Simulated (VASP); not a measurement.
Here is a VASP 6.6.1 calculation.

Contents of INCAR:

```
  ALGO = Normal
  EDIFF = 1E-7
  ENCUT = 520
  GGA = PE
  ISIF = 2
  ISMEAR = 0
  LASPH = T
  LCHARG = F
  LREAL = F
  LWAVE = F
  NBANDS = 21
  NELM = 100
  PREC = Accurate
  SIGMA = 0.01
```

Contents of KPOINTS:

```
k-points
0
Gamma
  10 10 10
```

POSCAR

```
Ge
1.0
    0.0000000000      2.8859759802      2.8859759802
    2.8859759802      0.0000000000      2.8859759802
    2.8859759802      2.8859759802      0.0000000000
Ge
2
Direct
    0.5000000000      0.5000000000      0.5000000000
    0.7500000000      0.7500000000      0.7500000000
```

Potentials or basis: VASP PAW PBE potentials, release 64 (Ge_d).

Command:

```sh
$ cat potpaw_PBE.64/Ge_d/POTCAR > POTCAR
$ mpirun -np 1 vasp_std > vasp.out
```

**Question.** Predict the band gap on the k mesh.

**Answer.** Zero (filled and empty bands touch).

**Question.** What does it give for the pressure?

**Answer.** -0.4 GPa.
